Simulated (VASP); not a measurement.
# TiO2 (P6/mmm) in VASP: a series of runs

The runs below take TiO2 through single point, relaxation of cell and atoms, with LDA.

All numbers are computed with VASP 6.6.1; they aren't measurements. Logs are shortened: lines on timing, memory, paths and dates and some standing lists are left out, and cuts for length are marked.

### 1 The cell of the first run

The structure is hexagonal, space group P6/mmm (No. 191). The conventional cell has a = 3.360 Å, b = 3.360 Å, c = 2.449 Å, α = 90.00°, β = 90.00°, γ = 120.00°. Within 3.0 Å of Ti (site symmetry 6/mmm) lie 12 O at 2.29 Å and 2 Ti at 2.45 Å. O (site symmetry -6m2) has 5 O at 1.94 to 2.45 Å and 6 Ti at 2.29 Å within 2.6 Å.

### 2 Single point, LDA

INCAR reads:

```
SYSTEM = TiO2
PREC = Accurate
ENCUT = 520
EDIFF = 1E-7
ISMEAR = 1
SIGMA = 0.02
LREAL = .False.
LASPH = .True.
NELM = 60
ALGO = Normal
ISIF = 2
LWAVE = .False.
LCHARG = .False.
GGA = CA
NBANDS = 19
```

KPOINTS reads:

```
Automatic mesh
0
Gamma
  8 8 7
  0 0 0
```

POSCAR reads:

```
TiO2
1.0
    3.3595503391      0.0000000000      0.0000000000
   -1.6797751695      2.9094559390      0.0000000000
    0.0000000000      0.0000000000      2.4493048311
Ti O
1 2
Direct
    0.0000000000      0.0000000000      0.0000000000
    0.3333333333      0.6666666667      0.5000000000
    0.6666666667      0.3333333333      0.5000000000
```

Potentials or basis: VASP PAW LDA potentials, release 64 (Ti_sv, O).

The run is started by

```
$ cat potpaw_LDA.64/Ti_sv/POTCAR potpaw_LDA.64/O/POTCAR > POTCAR
$ mpirun -np 1 vasp_std > vasp.out
```

OUTCAR:

```text
SYSTEM = TiO2
   PREC = Accurate
   ENCUT = 520
   EDIFF = 1E-7
   ISMEAR = 1
   LREAL = .False.
   LASPH = .True.
   NELM = 60
   ISIF = 2
   GGA = CA

 ion  position               nearest neighbor table
   1  0.000  0.000  0.000-   2 2.29   3 2.29   2 2.29   3 2.29   3 2.29   3 2.29   2 2.29   2 2.29
                             3 2.29   3 2.29   2 2.29   2 2.29
   2  0.333  0.667  0.500-   3 1.94   3 1.94   3 1.94   1 2.29   1 2.29   1 2.29   1 2.29   1 2.29
                             1 2.29
   3  0.667  0.333  0.500-   2 1.94   2 1.94   2 1.94   1 2.29   1 2.29   1 2.29   1 2.29   1 2.29
                             1 2.29

  LATTYP: Found a hexagonal cell.
 ALAT       =     3.3595503391
 C/A-ratio  =     0.7290573392

  Lattice vectors:

 A1 = (   3.3595503391,   0.0000000000,   0.0000000000)
 A2 = (  -1.6797751695,   2.9094559390,   0.0000000000)
 A3 = (   0.0000000000,   0.0000000000,   2.4493048311)

Analysis of symmetry for initial positions (statically):
=====================================================================
 Subroutine PRICEL returns:
 Original cell was already a primitive cell.

 Routine SETGRP: Setting up the symmetry group for a
 hexagonal supercell.

 Subroutine GETGRP returns: Found 24 space group operations
 (whereof 24 operations were pure point group operations)
 out of a pool of 24 trial point group operations.

The static configuration has the point symmetry D_6h.

Analysis of symmetry for dynamics (positions and initial velocities):
=====================================================================
 Subroutine PRICEL returns:
 Original cell was already a primitive cell.

 Routine SETGRP: Setting up the symmetry group for a
 hexagonal supercell.

 Subroutine GETGRP returns: Found 24 space group operations
 (whereof 24 operations were pure point group operations)
 out of a pool of 24 trial point group operations.

The dynamic configuration has the point symmetry D_6h.

 Subroutine INISYM returns: Found 24 space group operations
 (whereof 24 operations are pure point group operations),
 and found     1 'primitive' translations

----------------------------------------------------------------------------------------

                                     Primitive cell

  volume of cell :      23.9406

[... 82 lines left out ...]
   ISTART =      0    job   : 0-new  1-cont  2-samecut
   ICHARG =      2    charge: 1-file 2-atom 10-const
   ISPIN  =      1    spin polarized calculation?
   LNONCOLLINEAR =      F non collinear calculations
   LSORBIT =      F    spin-orbit coupling
   LASPH  =      T    aspherical Exc in radial PAW
   ENCUT  =  520.0 eV  38.22 Ry    6.18 a.u.   6.25  6.25  4.55*2*pi/ulx,y,z
   NELM   =     60;   NELMIN=  2; NELMDL= -5     # of ELM steps
   EDIFF  = 0.1E-06   stopping-criterion for ELM
   LREAL  =      F    real-space projection
   EDIFFG = 0.1E-05   stopping-criterion for IOM
   NSW    =      0    number of steps for IOM
   IBRION =     -1    ionic relax: 0-MD 1-quasi-New 2-CG
   NFREE  =      0    steps in history (QN), initial steepest desc. (CG)
   ISIF   =      2    stress and relaxation
   ISYM   =      2    0-nonsym 1-usesym 2-fastsym
   POTIM  = 0.5000    time-step for ionic-motion
   TEBEG  =    0.0;   TEEND  =   0.0 temperature during run
   PSTRESS=    0.0 pullay stress
   NELECT =      24.0000    total number of electrons
   NUPDOWN=      -1.0000    fix difference up-down
   EMIN   =  10.00;   EMAX   =-10.00  energy-range for DOS
   EFERMI =   0.00;   METHOD = LEGACY
   ISMEAR =     1;   SIGMA  =   0.02  broadening in eV -4-tet -1-fermi 0-gaus
   EFERMI_NEDOS =   21; number of points for ismear=-14 and -15
   IALGO  =     38    algorithm
   IMIX   =      4    mixing-type and parameters
     AMIX     =   0.40;   BMIX     =  1.00
     AMIX_MAG =   1.60;   BMIX_MAG =  1.00
  volume/ion in A,a.u.               =       7.98        53.85
  Fermi-wavevector in a.u.,A,eV,Ry     =   1.638450  3.096222 36.525112  2.684520
  Thomas-Fermi vector in A             =   2.729421
   LORBIT       =      0    0 simple, 1 ext, 2 COOP (PROOUT), +10 PAW based schemes
   GGA     = CA    functional components
   LHFCALC =     F    Hartree Fock is set to
   AEXX    =    0.0000 exact exchange contribution
   IVDW    =     0    specifies the selected vdW correction
   LEPSILON=     F    determine dielectric tensor
   LRPA    =     F    only Hartree local field effects (RPA)
 non-spin polarized calculation
 Methfessel and Paxton  Order N= 1 SIGMA  =   0.02
  energy-cutoff  :      520.00
  volume of cell :       23.94
 maximum number of plane-waves:       660
 NGX is ok and might be reduce to    28
   NGX = 13   NGY = 13   NGZ =  9

 number of electron      24.0000004 magnetization

 Free energy of the ion-electron system (eV)
  ---------------------------------------------------
  ext. energy  EPLUGINS =         0.00000000
  ---------------------------------------------------
  free energy    TOTEN  =       -23.79541352 eV

  energy without entropy =      -23.79536718  energy(sigma->0) =      -23.79539808

 E-fermi :   9.6826     XC(G=0): -13.8600

 val. band max:        9.6690812445   @ k =   0.2500   0.1250   0.1429
 cond. band min:       9.6898628421   @ k =   0.2500   0.0000   0.1429
 fundamental gap:      0.0207815976
 Fermi energy:         9.6826317673

 k-point     1 :       0.0000    0.0000    0.0000
  band No.  band energies     occupation
      1     -47.1492      2.00000
      2     -23.7224      2.00000
      3     -23.7224      2.00000
      4     -22.8428      2.00000
      5     -12.0902      2.00000
      6      -5.6284      2.00000
[... 505 lines left out ...]
      6      -7.3797      2.00000
[... 11 lines left out ...]
     18      20.3179      0.00000
     19      24.2937      0.00000

 [... further k-points ...]
[... 5 lines left out ...]
  --------------------------------------------------------------------------------------
  -------------------------------------------------------------------------------------
  Total        1.6599212      1.6599212      1.6714984      0.0000000     -0.0000000      0.0000000
  in kB      111.0867533    111.0867533    111.8615319      0.0000000     -0.0000000      0.0000000
  external PRESSURE =     111.3450128 kB  Pullay stress =       0.0000000 kB

 VOLUME and BASIS-vectors are now :
 -----------------------------------------------------------------------------
  energy-cutoff  :      520.00
  volume of cell :       23.94
      direct lattice vectors                 reciprocal lattice vectors
     3.359550339  0.000000000  0.000000000     0.297658883  0.171853436  0.000000000
    -1.679775170  2.909455939  0.000000000     0.000000000  0.343706872  0.000000000
     0.000000000  0.000000000  2.449304831     0.000000000  0.000000000  0.408279111

 POSITION                                       TOTAL-FORCE (eV/Angst)
 -----------------------------------------------------------------------------------
      0.00000      0.00000      0.00000        -0.000000      0.000000      0.000000
     -0.00000      1.93964      1.22465         0.000000     -0.000000      0.000000
      1.67978      0.96982      1.22465        -0.000000      0.000000      0.000000
 -----------------------------------------------------------------------------------
    total drift:                               -0.000000      0.000000     -0.000000

  FREE ENERGIE OF THE ION-ELECTRON SYSTEM (eV)
  ---------------------------------------------------
  free  energy   TOTEN  =       -23.7954135246 eV

  energy  without entropy=      -23.7953671814  energy(sigma->0) =      -23.79539808
```

stdout:

```text
POSCAR found type information on POSCAR TiO
 POSCAR found :  2 types and       3 ions
 scaLAPACK will be used
 LDA part: xc-table for (Slater(with rela. corr.)+CA(PZ))
 , standard interpolation
 POSCAR, INCAR and KPOINTS ok, starting setup
 FFT: planning ... GRIDC
 FFT: planning ... GRID_SOFT
 FFT: planning ... GRID
 WAVECAR not read
 entering main loop
```

Run time: 10 s. Hardware: 1 thread of AMD EPYC 9R45 (Zen 5), shared host; peak memory 0.11 GiB.

What came out:

| Property | Result |
| --- | --- |
| Free energy | -23.7954 eV |
| Pressure | 11.1 GPa |
| Band gap on the k mesh | zero (band 12 reaches 11.28 eV, above the bottom of band 13 at 8.90 eV) |

Caveat: the k points lie up to 0.37 Å⁻¹ apart; semilocal functionals often make such compounds metallic where correlation or magnetic order opens a gap, which also shifts bond lengths.

### 3 Single point, LDA

This run uses another cell than the first one, of 7.73 Å³/atom, 0.969 times its volume.

INCAR reads:

```
SYSTEM = TiO2
  ALGO = Normal
  EDIFF = 1E-7
  ENCUT = 520
  ISIF = 2
  ISMEAR = 1
  LASPH = .True.
  LCHARG = .False.
  LREAL = .False.
  LWAVE = .False.
  NBANDS = 19
  NELM = 100
  PREC = Accurate
  SIGMA = 0.02
```

KPOINTS reads:

```
k-points
0
Gamma
  8 8 7
  0 0 0
```

POSCAR reads:

```
TiO2
1.0
    3.3266124783      0.0000000000      0.0000000000
   -1.6633062391      2.8809309147      0.0000000000
    0.0000000000      0.0000000000      2.4203177061
Ti O
1 2
Direct
    0.0000000000      0.0000000000      0.0000000000
    0.3333333333      0.6666666667      0.5000000000
    0.6666666667      0.3333333333      0.5000000000
```

Potentials or basis: VASP PAW LDA potentials, release 64 (Ti_sv, O).

The run is started by

```
$ cat potpaw_LDA.64/Ti_sv/POTCAR potpaw_LDA.64/O/POTCAR > POTCAR
$ mpirun -np 1 vasp_std > vasp.out
```

OUTCAR:

```text
SYSTEM = TiO2
   EDIFF = 1E-7
   ENCUT = 520
   ISIF = 2
   ISMEAR = 1
   LASPH = .True.
   LREAL = .False.
   NELM = 100
   PREC = Accurate

 ion  position               nearest neighbor table
   1  0.000  0.000  0.000-   2 2.27   3 2.27   2 2.27   3 2.27   2 2.27   2 2.27   3 2.27   3 2.27
                             3 2.27   3 2.27   2 2.27   2 2.27
   2  0.333  0.667  0.500-   3 1.92   3 1.92   3 1.92   1 2.27   1 2.27   1 2.27   1 2.27   1 2.27
                             1 2.27
   3  0.667  0.333  0.500-   2 1.92   2 1.92   2 1.92   1 2.27   1 2.27   1 2.27   1 2.27   1 2.27
                             1 2.27

  LATTYP: Found a hexagonal cell.
 ALAT       =     3.3266124783
 C/A-ratio  =     0.7275622640

  Lattice vectors:

 A1 = (   3.3266124783,   0.0000000000,   0.0000000000)
 A2 = (  -1.6633062391,   2.8809309147,   0.0000000000)
 A3 = (   0.0000000000,   0.0000000000,   2.4203177061)

Analysis of symmetry for initial positions (statically):
=====================================================================
 Subroutine PRICEL returns:
 Original cell was already a primitive cell.

 Routine SETGRP: Setting up the symmetry group for a
 hexagonal supercell.

 Subroutine GETGRP returns: Found 24 space group operations
 (whereof 24 operations were pure point group operations)
 out of a pool of 24 trial point group operations.

The static configuration has the point symmetry D_6h.

Analysis of symmetry for dynamics (positions and initial velocities):
=====================================================================
 Subroutine PRICEL returns:
 Original cell was already a primitive cell.

 Routine SETGRP: Setting up the symmetry group for a
 hexagonal supercell.

 Subroutine GETGRP returns: Found 24 space group operations
 (whereof 24 operations were pure point group operations)
 out of a pool of 24 trial point group operations.

The dynamic configuration has the point symmetry D_6h.
[... 113 lines left out ...]
   NUPDOWN=      -1.0000    fix difference up-down
   EMIN   =  10.00;   EMAX   =-10.00  energy-range for DOS
   EFERMI =   0.00;   METHOD = LEGACY
   ISMEAR =     1;   SIGMA  =   0.02  broadening in eV -4-tet -1-fermi 0-gaus
   EFERMI_NEDOS =   21; number of points for ismear=-14 and -15
   IALGO  =     38    algorithm
   IMIX   =      4    mixing-type and parameters
     AMIX     =   0.40;   BMIX     =  1.00
     AMIX_MAG =   1.60;   BMIX_MAG =  1.00
  volume/ion in A,a.u.               =       7.73        52.18
  Fermi-wavevector in a.u.,A,eV,Ry     =   1.655806  3.129019 37.303002  2.741693
  Thomas-Fermi vector in A             =   2.743839
   LORBIT       =      0    0 simple, 1 ext, 2 COOP (PROOUT), +10 PAW based schemes
   GGA     = CA    functional components
   LHFCALC =     F    Hartree Fock is set to
   AEXX    =    0.0000 exact exchange contribution
   IVDW    =     0    specifies the selected vdW correction
   LEPSILON=     F    determine dielectric tensor
   LRPA    =     F    only Hartree local field effects (RPA)
 non-spin polarized calculation
 Methfessel and Paxton  Order N= 1 SIGMA  =   0.02
  energy-cutoff  :      520.00
  volume of cell :       23.20
 maximum number of plane-waves:       636
 NGX is ok and might be reduce to    28
   NGX = 13   NGY = 13   NGZ =  9

 number of electron      23.9999998 magnetization

 Free energy of the ion-electron system (eV)
  ---------------------------------------------------
  ext. energy  EPLUGINS =         0.00000000
  ---------------------------------------------------
  free energy    TOTEN  =       -23.71894628 eV

  energy without entropy =      -23.71894261  energy(sigma->0) =      -23.71894506

 E-fermi :  10.1417     XC(G=0): -14.0452

 val. band max:       10.1271269107   @ k =   0.2500   0.1250   0.1429
 cond. band min:      10.1501035064   @ k =   0.2500   0.0000   0.1429
 fundamental gap:      0.0229765956
 Fermi energy:        10.1417401520

 k-point     1 :       0.0000    0.0000    0.0000
  band No.  band energies     occupation
      1     -46.6435      2.00000
      2     -23.2104      2.00000
      3     -23.2104      2.00000
      4     -22.2670      2.00000
      5     -11.9325      2.00000
      6      -5.1901      2.00000
[... 505 lines left out ...]
      6      -7.0436      2.00000
[... 11 lines left out ...]
     18      21.1876      0.00000
     19      25.0359      0.00000

 [... further k-points ...]
[... 5 lines left out ...]
  --------------------------------------------------------------------------------------
  -------------------------------------------------------------------------------------
  Total        3.0843960      3.0843960      3.0920442      0.0000000     -0.0000000      0.0000000
  in kB      213.0459473    213.0459473    213.5742233      0.0000000     -0.0000000      0.0000000
  external PRESSURE =     213.2220393 kB  Pullay stress =       0.0000000 kB

 VOLUME and BASIS-vectors are now :
 -----------------------------------------------------------------------------
  energy-cutoff  :      520.00
  volume of cell :       23.20
      direct lattice vectors                 reciprocal lattice vectors
     3.326612478  0.000000000  0.000000000     0.300606099  0.173555012  0.000000000
    -1.663306239  2.880930915  0.000000000     0.000000000  0.347110024  0.000000000
     0.000000000  0.000000000  2.420317706     0.000000000  0.000000000  0.413168898

 POSITION                                       TOTAL-FORCE (eV/Angst)
 -----------------------------------------------------------------------------------
      0.00000      0.00000      0.00000        -0.000000      0.000000      0.000000
     -0.00000      1.92062      1.21016         0.000000      0.000000     -0.000000
      1.66331      0.96031      1.21016        -0.000000     -0.000000      0.000000
 -----------------------------------------------------------------------------------
    total drift:                               -0.000000      0.000000     -0.000000

  FREE ENERGIE OF THE ION-ELECTRON SYSTEM (eV)
  ---------------------------------------------------
  free  energy   TOTEN  =       -23.7189462793 eV

  energy  without entropy=      -23.7189426145  energy(sigma->0) =      -23.71894506
```

It took 11 s on 1 thread of AMD EPYC 9R45 (Zen 5), shared host; peak memory 0.11 GiB.

What came out:

* Free energy: -23.7189 eV
* Pressure: 21.3 GPa
* Band gap on the k mesh: zero (band 12 reaches 11.81 eV, above the bottom of band 13 at 9.38 eV)

Caveat: the k points lie up to 0.37 Å⁻¹ apart; semilocal functionals often make such compounds metallic where correlation or magnetic order opens a gap, which also shifts bond lengths.

(Part 1 of 2 ends here.)
